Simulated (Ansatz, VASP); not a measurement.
Ti in VASP and in Ansatz

The input INCAR:

```
SYSTEM = Ti
ALGO = Fast
EDIFF = 1E-7
ENCUT = 520
GGA = CA
ISIF = 2
ISMEAR = 0
LASPH = .TRUE.
LCHARG = .TRUE.
LELF = .TRUE.
LREAL = .FALSE.
LVHAR = .TRUE.
LWAVE = .FALSE.
NBANDS = 12
NELM = 80
PREC = Accurate
SIGMA = 0.15
```

Contents of KPOINTS:

```
k-points
0
G
  20 20 20
  0 0 0
```

The input POSCAR:

```
Ti
1.0
   -1.6902300000      1.6902300000      1.6656150000
    1.6902300000     -1.6902300000      1.6656150000
    1.6902300000      1.6902300000     -1.6656150000
Ti
1
Direct
    0.0000000000      0.0000000000      0.0000000000
```

Input for Ansatz:

```yaml
crystal:
  lattice:
    - [-1.69023, 1.69023, 1.665615]
    - [1.69023, -1.69023, 1.665615]
    - [1.69023, 1.69023, -1.665615]
  atoms:
    - { symbol: Ti, position: [0.0, 0.0, 0.0] }
basis:
  ecutwfc: 420
kpoints:
  mp_grid: { grid: [20, 20, 20] }
hamiltonian:
  xc: lda
scf:
  occupations: { method: gaussian, width: 0.15 }
output:
  forces: true
  stress: true
  eigenvalues: true
```

Change from the starting cell: strain +0.030 along x and y, +0.015 along z, atoms carried along.

Alike in both runs: task single point; functional LDA; k mesh 20 × 20 × 20; occupations gaussian, width 0.15 eV; no spin polarisation.

|  | VASP | Ansatz |
| --- | --- | --- |
| version | VASP 6.6.1 | Ansatz 0.2.0 |
| potentials or method | VASP PAW LDA potentials, release 64 (Ti_sv), cutoff 520 eV | scalar-relativistic, plane waves, PAW |
| valence electrons in the cell | 12 | 12 |

```tsv
	VASP	Ansatz	Ansatz less VASP
gap on the k mesh at the Fermi level (eV)	none	none	-
pressure (GPa)	-16.0	-16.0	0.00
traceless stress, the component that is largest in VASP (GPa)	-0.26	-0.26	-0.002
```

LDA's correlation is that of Perdew and Zunger in VASP and of Perdew and Wang (1992) in Ansatz. A gap of «none» marks a metal or a gap that the smearing closes.
